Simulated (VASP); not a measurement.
Input of a VASP 6.6.1 run:

Contents of INCAR:

```
ALGO = Normal
EDIFF = 1E-6
ENCUT = 520
GGA = PS
ISIF = 2
ISMEAR = 0
LASPH = T
LCHARG = F
LREAL = F
LWAVE = F
NBANDS = 14
NELM = 60
PREC = Accurate
SIGMA = 0.1
```

Contents of KPOINTS:

```
k-points
0
Gamma
  8 8 8
```

Contents of POSCAR:

```
Re
1.0
   -2.4869680716      2.4869680716      1.2940669869
    2.4869680716     -2.4869680716      1.2940669869
    2.4869680716      2.4869680716     -1.2940669869
Re
2
Direct
    0.0000000000      0.0000000000      0.0000000000
    0.7500000000      0.2500000000      0.5000000000
```

Potentials or basis: VASP PAW PBE potentials, release 64 (Re).

Launch:

```console
$ cat potpaw_PBE.64/Re/POTCAR > POTCAR
$ mpirun -np 1 vasp_std > vasp.out
```

Question: Estimate the pressure.

Answer: -0.6 GPa.

Question: Estimate the band gap on the k mesh.

Answer: Zero (bands 7 and 8 overlap by 1.97 eV).

Stress tensor (GPa, compression positive):
```
-0.63  0.00  0.00
 0.00 -0.63  0.00
 0.00  0.00 -0.45
```

Caveat: the PAW data sets were made with another functional, which shifts forces and pressure a little; spin-orbit coupling is left out, which moves the levels of the heavy elements.
